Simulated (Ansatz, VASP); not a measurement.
# LiZn3F2: VASP beside Ansatz

```xyz
6
Lattice="3.0492 1.7605 2.4897 -3.0492 1.7605 2.4897 0.0000 -3.5209 2.4897" Properties=species:S:1:pos:R:3 pbc="T T T"
Li    0.0000    0.0000    0.0000
Zn    0.0000    1.7605    2.4897
Zn    1.5246   -0.8802    2.4897
Zn   -1.5246   -0.8802    2.4897
F     0.0000    0.0000    5.6018
F     0.0000    0.0000    1.8673
```

Alike in both runs: task relaxation of cell and atoms; functional PBE; k mesh 4 × 4 × 4; occupations gaussian, width 0.1 eV; no spin polarisation.

|  | VASP | Ansatz |
| --- | --- | --- |
| version | VASP 6.6.1 | Ansatz 0.2.0 |
| potentials or method | VASP PAW PBE potentials, release 64 (Li_sv, Zn, F), cutoff 600 eV | scalar-relativistic, plane waves, PAW |
| valence electrons in the cell | 53 | 53 |

|  | VASP | Ansatz | Ansatz less VASP |
| --- | --- | --- | --- |
| gap on the k mesh at the Fermi level, each at its own relaxed structure (eV) | none | none | - |
| relaxed volume (Å³/atom) | 18.26 | 18.66 | +0.394 |
| relaxed length of the cell vector where the two differ most in proportion (Å) | 4.853 | 4.966 | +0.1135 |

A gap of «none» marks a metal or a gap that the smearing closes.

The k mesh is coarse, so the values compare programs but aren't converged. Noted on VASP's run: the cutoff is under 1.25 times that of the potentials, so the pressure is a little rough; the volume moved by over 15 % at a fixed basis, so the end points are rough.
